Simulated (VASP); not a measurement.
# MgF2 (rutile type) (P4_2/mnm) in VASP: notebook, part 2 of 2

VASP 6.6.1.

## Step 3: Single point, LDA (volume scaled by 0.8)

Input file INCAR:

```
SYSTEM = MgF2
  PREC = Accurate
  ENCUT = 600
  EDIFF = 1E-6
  ISMEAR = -1
  SIGMA = 0.1
  LREAL = .False.
  LASPH = .True.
  NELM = 120
  ALGO = Normal
  ISIF = 2
  LWAVE = .False.
  LCHARG = .False.
  NBANDS = 25
  GGA_COMPAT = .False.
```

Input file KPOINTS:

```
regular mesh
0
Gamma
  7 7 10
  0 0 0
```

Input file POSCAR:

```
MgF2
1.0
    4.2120035401      0.0000000000      0.0000000000
    0.0000000000      4.2120035401      0.0000000000
    0.0000000000      0.0000000000      2.8194433366
Mg F
2 4
Direct
    0.0000000000      0.0000000000      0.0000000000
    0.5000000000      0.5000000000      0.5000000000
    0.3009629877      0.3009629877      0.0000000000
    0.6990370123      0.6990370123      0.0000000000
    0.8009629877      0.1990370123      0.5000000000
    0.1990370123      0.8009629877      0.5000000000
```

Potentials or basis: VASP PAW LDA potentials, release 64 (Mg, F).

The run is started by

```
cat potpaw_LDA.64/Mg/POTCAR potpaw_LDA.64/F/POTCAR > POTCAR
mpirun -np 1 vasp_std > vasp.out
```

OUTCAR:

```text
SYSTEM = MgF2
   PREC = Accurate
   ENCUT = 600
   EDIFF = 1E-6
   ISMEAR = -1
   LREAL = .False.
   LASPH = .True.
   NELM = 120
   ISIF = 2

 ion  position               nearest neighbor table
   1  0.000  0.000  0.000-   3 1.79   4 1.79   5 1.84   6 1.84   5 1.84   6 1.84   2 3.30   2 3.30
                             2 3.30   2 3.30   2 3.30   2 3.30   2 3.30   2 3.30
   2  0.500  0.500  0.500-   5 1.79   6 1.79   3 1.84   4 1.84   3 1.84   4 1.84   1 3.30   1 3.30
                             1 3.30   1 3.30   1 3.30   1 3.30   1 3.30   1 3.30
   3  0.301  0.301  0.000-   1 1.79   2 1.84   2 1.84
   4  0.699  0.699  0.000-   1 1.79   2 1.84   2 1.84
   5  0.801  0.199  0.500-   2 1.79   1 1.84   1 1.84
   6  0.199  0.801  0.500-   2 1.79   1 1.84   1 1.84

  LATTYP: Found a simple tetragonal cell.
 ALAT       =     4.2120035401
 C/A-ratio  =     0.6693829456

  Lattice vectors:

 A1 = (   4.2120035401,   0.0000000000,   0.0000000000)
 A2 = (   0.0000000000,   4.2120035401,   0.0000000000)
 A3 = (   0.0000000000,   0.0000000000,   2.8194433366)

Analysis of symmetry for initial positions (statically):
[... 188 lines left out ...]
 Fermi energy:         2.3795776179

 k-point     1 :       0.0000    0.0000    0.0000
  band No.  band energies     occupation
      1     -21.2623      2.00000
      2     -19.7155      2.00000
      3     -19.7155      2.00000
      4     -19.5441      2.00000
      5      -4.9335      2.00000
      6      -3.5721      2.00000
[... 661 lines left out ...]
     24      19.7308      0.00000
     25      20.1420      0.00000

 [... further k-points ...]

------------------------ aborting loop because EDIFF is reached ----------------------------------------

  FORCE on cell =-STRESS in cart. coord.  units (eV):
  Direction    XX          YY          ZZ          XY          YZ          ZX
  --------------------------------------------------------------------------------------
  -------------------------------------------------------------------------------------
  Total       12.2679140     12.2679140     12.2469485      0.0000000      0.0000000      0.0000000
  in kB      392.9528818    392.9528818    392.2813378      0.0000000      0.0000000      0.0000000
  external PRESSURE =     392.7290338 kB  Pullay stress =       0.0000000 kB

 VOLUME and BASIS-vectors are now :
 -----------------------------------------------------------------------------
  energy-cutoff  :      600.00
  volume of cell :       50.02
      direct lattice vectors                 reciprocal lattice vectors
     4.212003540  0.000000000  0.000000000     0.237416705  0.000000000  0.000000000
     0.000000000  4.212003540  0.000000000     0.000000000  0.237416705  0.000000000
     0.000000000  0.000000000  2.819443337     0.000000000  0.000000000  0.354679942

 POSITION                                       TOTAL-FORCE (eV/Angst)
 -----------------------------------------------------------------------------------
      0.00000      0.00000      0.00000         0.000000      0.000000     -0.000000
      2.10600      2.10600      1.40972         0.000000      0.000000     -0.000000
      1.26766      1.26766      0.00000         0.011752      0.011752     -0.000000
      2.94435      2.94435      0.00000        -0.011752     -0.011752      0.000000
      3.37366      0.83834      1.40972         0.011752     -0.011752      0.000000
      0.83834      3.37366      1.40972        -0.011752      0.011752     -0.000000
 -----------------------------------------------------------------------------------
    total drift:                                0.000000      0.000000      0.000000

  FREE ENERGIE OF THE ION-ELECTRON SYSTEM (eV)
  ---------------------------------------------------
  free  energy   TOTEN  =       -33.8867012488 eV

  energy  without entropy=      -33.8867012486  energy(sigma->0) =      -33.88670125
```

OSZICAR:

```text
N       E                     dE             d eps       ncg     rms          rms(c)
DAV:   1     0.179048314377E+03    0.17905E+03   -0.20208E+04  3160   0.140E+03
DAV:   2    -0.291095459171E+02   -0.20816E+03   -0.20231E+03  3604   0.323E+02
DAV:   3    -0.366668789875E+02   -0.75573E+01   -0.75409E+01  3935   0.568E+01
DAV:   4    -0.367027091916E+02   -0.35830E-01   -0.35827E-01  3319   0.440E+00
DAV:   5    -0.367028602207E+02   -0.15103E-03   -0.15103E-03  3916   0.273E-01    0.102E+01
DAV:   6    -0.339805784493E+02    0.27223E+01   -0.71471E+00  3475   0.204E+01    0.272E+00
DAV:   7    -0.339146194223E+02    0.65959E-01   -0.13748E-01  3489   0.260E+00    0.177E+00
DAV:   8    -0.338871229225E+02    0.27496E-01   -0.24763E-02  3707   0.167E+00    0.218E-01
DAV:   9    -0.338866540716E+02    0.46885E-03   -0.14987E-03  3681   0.311E-01    0.563E-02
DAV:  10    -0.338867009287E+02   -0.46857E-04   -0.39962E-05  3521   0.485E-02    0.378E-03
DAV:  11    -0.338867012488E+02   -0.32013E-06   -0.16907E-06  3036   0.969E-03
   1 F= -.33886701E+02 E0= -.33886701E+02  d E =-.195386E-09
```

Run time: 34 s. Hardware: 1 thread of AMD EPYC 9R45 (Zen 5), shared host; peak memory 0.17 GiB.

Results:

```yaml
Free_energy: -33.8867 eV
Pressure: 39.3 GPa
Largest_force: 0.017 eV/Å
Band_gap_on_the_k_mesh: 8.78 eV, direct
```

Forces in eV/Å, atoms in the order of the input:
```
Mg   0.000  0.000  0.000
Mg   0.000  0.000  0.000
F    0.012  0.012  0.000
F   -0.012 -0.012  0.000
F    0.012 -0.012  0.000
F   -0.012  0.012  0.000
```

Caveat: the cell differs from its parent crystal (volume scaled by 0.8).

## Step 4: Single point, LDA (volume scaled by 0.8)

Input file INCAR:

```
  PREC = Accurate
  ENCUT = 600
  EDIFF = 1E-6
  ISMEAR = -1
  SIGMA = 0.1
  LREAL = F
  LASPH = T
  NELM = 120
  ALGO = Normal
  ISIF = 2
  LWAVE = F
  LCHARG = F
  NBANDS = 25
  GGA_COMPAT = F
```

Input file KPOINTS:

```
regular mesh
0
Gamma
  7 7 10
```

POSCAR is that of step 3.

Potentials or basis: VASP PAW LDA potentials, release 64 (Mg, F).

The run is started by

```
cat potpaw_LDA.64/Mg/POTCAR potpaw_LDA.64/F/POTCAR > POTCAR
mpirun -np 1 vasp_std > vasp.out
```

OUTCAR:

```text
PREC = Accurate
   ENCUT = 600
   EDIFF = 1E-6
   ISMEAR = -1
   LREAL = F
   LASPH = T
   NELM = 120
   ISIF = 2

 ion  position               nearest neighbor table
   1  0.000  0.000  0.000-   3 1.79   4 1.79   5 1.84   6 1.84   5 1.84   6 1.84   2 3.30   2 3.30
                             2 3.30   2 3.30   2 3.30   2 3.30   2 3.30   2 3.30
   2  0.500  0.500  0.500-   5 1.79   6 1.79   3 1.84   4 1.84   3 1.84   4 1.84   1 3.30   1 3.30
                             1 3.30   1 3.30   1 3.30   1 3.30   1 3.30   1 3.30
   3  0.301  0.301  0.000-   1 1.79   2 1.84   2 1.84
   4  0.699  0.699  0.000-   1 1.79   2 1.84   2 1.84
   5  0.801  0.199  0.500-   2 1.79   1 1.84   1 1.84
   6  0.199  0.801  0.500-   2 1.79   1 1.84   1 1.84

  LATTYP: Found a simple tetragonal cell.
 ALAT       =     4.2120035401
 C/A-ratio  =     0.6693829456

  Lattice vectors:

 A1 = (   4.2120035401,   0.0000000000,   0.0000000000)
 A2 = (   0.0000000000,   4.2120035401,   0.0000000000)
 A3 = (   0.0000000000,   0.0000000000,   2.8194433366)

Analysis of symmetry for initial positions (statically):
=====================================================================
 Subroutine PRICEL returns:
 Original cell was already a primitive cell.

 Routine SETGRP: Setting up the symmetry group for a
 simple tetragonal supercell.

 Subroutine GETGRP returns: Found 16 space group operations
 (whereof  8 operations were pure point group operations)
 out of a pool of 16 trial point group operations.

The static configuration has the point symmetry D_2h.
 The point group associated with its full space group is D_4h.

Analysis of symmetry for dynamics (positions and initial velocities):
=====================================================================
 Subroutine PRICEL returns:
 Original cell was already a primitive cell.

 Routine SETGRP: Setting up the symmetry group for a
 simple tetragonal supercell.

 Subroutine GETGRP returns: Found 16 space group operations
 (whereof  8 operations were pure point group operations)
 out of a pool of 16 trial point group operations.

The dynamic configuration has the point symmetry D_2h.
 The point group associated with its full space group is D_4h.

 Subroutine INISYM returns: Found 16 space group operations
 (whereof  8 operations are pure point group operations),
 and found     1 'primitive' translations

----------------------------------------------------------------------------------------

                                     Primitive cell

  volume of cell :      50.0197

  direct lattice vectors                    reciprocal lattice vectors
     4.212003540  0.000000000  0.000000000     0.237416705  0.000000000  0.000000000
     0.000000000  4.212003540  0.000000000     0.000000000  0.237416705  0.000000000
     0.000000000  0.000000000  2.819443337     0.000000000  0.000000000  0.354679942

  length of vectors
     4.212003540  4.212003540  2.819443337     0.237416705  0.237416705  0.354679942

  position of ions in fractional coordinates (direct lattice)
     0.000000000  0.000000000  0.000000000
     0.500000000  0.500000000  0.500000000
     0.300962988  0.300962988  0.000000000
     0.699037012  0.699037012  0.000000000
     0.800962988  0.199037012  0.500000000
     0.199037012  0.800962988  0.500000000

[... 39 lines left out ...]
  0.285714  0.000000  0.000000      4.000000
  0.428571  0.000000  0.000000      4.000000
  0.142857  0.142857  0.000000      4.000000
  0.285714  0.142857  0.000000      8.000000
[... 16 lines left out ...]
  0.285714  0.000000  0.200000      8.000000
  0.428571  0.000000  0.200000      8.000000
 [... further k-points ...]
   k-points           NKPTS =     60   k-points in BZ     NKDIM =     60   number of bands    NBANDS=     25
   number of dos      NEDOS =    301   number of ions     NIONS =      6
   total plane-waves  NPLWV =  31104
   dimension x,y,z NGX =    36 NGY =   36 NGZ =   24
   dimension x,y,z NGXF=    72 NGYF=   72 NGZF=   48
   ions per type =               2   4
   NGX,Y,Z   is equivalent  to a cutoff of  14.21, 14.21, 14.15 a.u.
   NGXF,Y,Z  is equivalent  to a cutoff of  28.42, 28.42, 28.30 a.u.
 SYSTEM =  unknown system
   PREC   = accura    normal or accurate (medium, high low for compatibility)
   ISTART =      0    job   : 0-new  1-cont  2-samecut
   ICHARG =      2    charge: 1-file 2-atom 10-const
   ISPIN  =      1    spin polarized calculation?
   LNONCOLLINEAR =      F non collinear calculations
   LSORBIT =      F    spin-orbit coupling
   LASPH  =      T    aspherical Exc in radial PAW
   ENCUT  =  600.0 eV  44.10 Ry    6.64 a.u.   8.41  8.41  5.63*2*pi/ulx,y,z
   NELM   =    120;   NELMIN=  2; NELMDL= -5     # of ELM steps
   EDIFF  = 0.1E-05   stopping-criterion for ELM
   LREAL  =      F    real-space projection
   EDIFFG = 0.1E-04   stopping-criterion for IOM
   NSW    =      0    number of steps for IOM
   IBRION =     -1    ionic relax: 0-MD 1-quasi-New 2-CG
   NFREE  =      0    steps in history (QN), initial steepest desc. (CG)
   ISIF   =      2    stress and relaxation
   ISYM   =      2    0-nonsym 1-usesym 2-fastsym
   POTIM  = 0.5000    time-step for ionic-motion
   TEBEG  =    0.0;   TEEND  =   0.0 temperature during run
   PSTRESS=    0.0 pullay stress
   NELECT =      32.0000    total number of electrons
   NUPDOWN=      -1.0000    fix difference up-down
   EMIN   =  10.00;   EMAX   =-10.00  energy-range for DOS
   EFERMI =   0.00;   METHOD = LEGACY
   ISMEAR =    -1;   SIGMA  =   0.10  broadening in eV -4-tet -1-fermi 0-gaus
   EFERMI_NEDOS =   21; number of points for ismear=-14 and -15
   IALGO  =     38    algorithm
   IMIX   =      4    mixing-type and parameters
     AMIX     =   0.40;   BMIX     =  1.00
     AMIX_MAG =   1.60;   BMIX_MAG =  1.00
  volume/ion in A,a.u.               =       8.34        56.26
  Fermi-wavevector in a.u.,A,eV,Ry     =   1.410624  2.665693 27.073683  1.989860
  Thomas-Fermi vector in A             =   2.532559
   LORBIT       =      0    0 simple, 1 ext, 2 COOP (PROOUT), +10 PAW based schemes
   GGA     = CA    functional components
   LHFCALC =     F    Hartree Fock is set to
   AEXX    =    0.0000 exact exchange contribution
   IVDW    =     0    specifies the selected vdW correction
   LEPSILON=     F    determine dielectric tensor
   LRPA    =     F    only Hartree local field effects (RPA)
 non-spin polarized calculation
  energy-cutoff  :      600.00
  volume of cell :       50.02
 maximum number of plane-waves:      1682
 NGX is ok and might be reduce to    36
   NGX = 17   NGY = 17   NGZ = 11

 number of electron      31.9999996 magnetization

 Free energy of the ion-electron system (eV)
  ---------------------------------------------------
  ext. energy  EPLUGINS =         0.00000000
  ---------------------------------------------------
  free energy    TOTEN  =       -33.88670125 eV

  energy without entropy =      -33.88670125  energy(sigma->0) =      -33.88670125

 E-fermi :   2.3796     XC(G=0): -11.8428

 val. band max:        0.3592016125   @ k =   0.0000   0.0000   0.0000
 cond. band min:       9.1433090735   @ k =   0.0000   0.0000   0.0000
 fundamental gap:      8.7841074610
 Fermi energy:         2.3795776179

 k-point     1 :       0.0000    0.0000    0.0000
  band No.  band energies     occupation
      1     -21.2623      2.00000
      2     -19.7155      2.00000
      3     -19.7155      2.00000
      4     -19.5441      2.00000
      5      -4.9335      2.00000
      6      -3.5721      2.00000
[... 661 lines left out ...]
     24      19.7308      0.00000
     25      20.1420      0.00000

 [... further k-points ...]

------------------------ aborting loop because EDIFF is reached ----------------------------------------

  FORCE on cell =-STRESS in cart. coord.  units (eV):
  Direction    XX          YY          ZZ          XY          YZ          ZX
  --------------------------------------------------------------------------------------
  -------------------------------------------------------------------------------------
  Total       12.2679140     12.2679140     12.2469485      0.0000000      0.0000000      0.0000000
  in kB      392.9528818    392.9528818    392.2813378      0.0000000      0.0000000      0.0000000
  external PRESSURE =     392.7290338 kB  Pullay stress =       0.0000000 kB

 VOLUME and BASIS-vectors are now :
 -----------------------------------------------------------------------------
  energy-cutoff  :      600.00
  volume of cell :       50.02
      direct lattice vectors                 reciprocal lattice vectors
     4.212003540  0.000000000  0.000000000     0.237416705  0.000000000  0.000000000
     0.000000000  4.212003540  0.000000000     0.000000000  0.237416705  0.000000000
     0.000000000  0.000000000  2.819443337     0.000000000  0.000000000  0.354679942

 POSITION                                       TOTAL-FORCE (eV/Angst)
 -----------------------------------------------------------------------------------
      0.00000      0.00000      0.00000         0.000000      0.000000     -0.000000
      2.10600      2.10600      1.40972         0.000000      0.000000     -0.000000
      1.26766      1.26766      0.00000         0.011752      0.011752     -0.000000
      2.94435      2.94435      0.00000        -0.011752     -0.011752      0.000000
      3.37366      0.83834      1.40972         0.011752     -0.011752      0.000000
      0.83834      3.37366      1.40972        -0.011752      0.011752     -0.000000
 -----------------------------------------------------------------------------------
    total drift:                                0.000000      0.000000      0.000000

  FREE ENERGIE OF THE ION-ELECTRON SYSTEM (eV)
  ---------------------------------------------------
  free  energy   TOTEN  =       -33.8867012488 eV

  energy  without entropy=      -33.8867012486  energy(sigma->0) =      -33.88670125
```

OSZICAR:

```text
N       E                     dE             d eps       ncg     rms          rms(c)
DAV:   1     0.179048314377E+03    0.17905E+03   -0.20208E+04  3160   0.140E+03
DAV:   2    -0.291095459171E+02   -0.20816E+03   -0.20231E+03  3604   0.323E+02
DAV:   3    -0.366668789875E+02   -0.75573E+01   -0.75409E+01  3935   0.568E+01
DAV:   4    -0.367027091916E+02   -0.35830E-01   -0.35827E-01  3319   0.440E+00
DAV:   5    -0.367028602207E+02   -0.15103E-03   -0.15103E-03  3916   0.273E-01    0.102E+01
DAV:   6    -0.339805784493E+02    0.27223E+01   -0.71471E+00  3475   0.204E+01    0.272E+00
DAV:   7    -0.339146194223E+02    0.65959E-01   -0.13748E-01  3489   0.260E+00    0.177E+00
DAV:   8    -0.338871229225E+02    0.27496E-01   -0.24763E-02  3707   0.167E+00    0.218E-01
DAV:   9    -0.338866540716E+02    0.46885E-03   -0.14987E-03  3681   0.311E-01    0.563E-02
DAV:  10    -0.338867009287E+02   -0.46857E-04   -0.39962E-05  3521   0.485E-02    0.378E-03
DAV:  11    -0.338867012488E+02   -0.32013E-06   -0.16907E-06  3036   0.969E-03
   1 F= -.33886701E+02 E0= -.33886701E+02  d E =-.195386E-09
```

stdout:

```text
POSCAR found type information on POSCAR MgF
 POSCAR found :  2 types and       6 ions
 scaLAPACK will be used
 LDA part: xc-table for (Slater(with rela. corr.)+CA(PZ))
 , standard interpolation
 POSCAR, INCAR and KPOINTS ok, starting setup
 FFT: planning ... GRIDC
 FFT: planning ... GRID_SOFT
 FFT: planning ... GRID
 WAVECAR not read
 entering main loop
```

Wall time 33 s (1 thread of AMD EPYC 9R45 (Zen 5), shared host); peak memory 0.17 GiB.

What came out:

```yaml
Free_energy: -33.8867 eV
Pressure: 39.3 GPa
Largest_force: 0.017 eV/Å
Band_gap_on_the_k_mesh: 8.78 eV, direct
```

Forces in eV/Å, atoms in the order of the input:
```
Mg   0.000  0.000  0.000
Mg   0.000  0.000  0.000
F    0.012  0.012  0.000
F   -0.012 -0.012  0.000
F    0.012 -0.012  0.000
F   -0.012  0.012  0.000
```

Caveat: the cell differs from its parent crystal (volume scaled by 0.8). A k mesh can miss the band edges.

## Step 5: Single point, LDA

This run uses another cell than the first one, of 9.17 Å³/atom, 1.100 times its volume.

Input file INCAR:

```
SYSTEM = MgF2
ALGO = Normal ; EDIFF = 1E-6
ENCUT = 600 ; GGA_COMPAT = .False.
ISIF = 2 ; ISMEAR = -1
LASPH = .True. ; LCHARG = .False.
LREAL = .False. ; LWAVE = .False.
NBANDS = 25 ; NELM = 120
PREC = Accurate ; SIGMA = 0.1
```

Input file KPOINTS:

```
k-points
0
Gamma
  7 7 10
  0 0 0
```

Input file POSCAR:

```
MgF2
1.0
    4.3547013383      0.0000000000      0.0000000000
    0.0000000000      4.3547013383      0.0000000000
    0.0000000000      0.0000000000      2.9014611605
Mg F
2 4
Direct
    0.0000000000      0.0000000000      0.0000000000
    0.5000000000      0.5000000000      0.5000000000
    0.3015138229      0.3015138229      0.0000000000
    0.6984861771      0.6984861771      0.0000000000
    0.8015138229      0.1984861771      0.5000000000
    0.1984861771      0.8015138229      0.5000000000
```

The run is started by

```
cat potpaw_LDA.64/Mg/POTCAR potpaw_LDA.64/F/POTCAR > POTCAR
mpirun -np 1 vasp_std > vasp.out
```

Wall time 35 s (1 thread of AMD EPYC 9R45 (Zen 5), shared host); peak memory 0.18 GiB.

Results (log left out):

| Property | Result |
| --- | --- |
| Free energy | -34.7612 eV |
| Pressure | 17.0 GPa |
| Largest force | 0.005 eV/Å |
| Band gap on the k mesh | 8.01 eV, direct |

Forces on the atoms (eV/Å):
```
Mg   0.000  0.000  0.000
Mg   0.000  0.000  0.000
F   -0.003 -0.003  0.000
F    0.003  0.003  0.000
F   -0.003  0.003  0.000
F    0.003 -0.003  0.000
```

Stress tensor (GPa, compression positive):
```
16.88  0.00  0.00
 0.00 16.88  0.00
 0.00  0.00 17.16
```

Levels at points of the mesh, in eV from the valence-band top:
```tsv
k point	band 14	band 15	band 16	band 17	band 18	band 19
(0.00, 0.00, 0.00)	-0.34	-0.34	0.00	8.01	12.97	12.97
(0.00, 0.00, 0.50)	-1.61	-1.10	-1.10	12.91	12.91	15.70
```

A k mesh can miss the band edges.
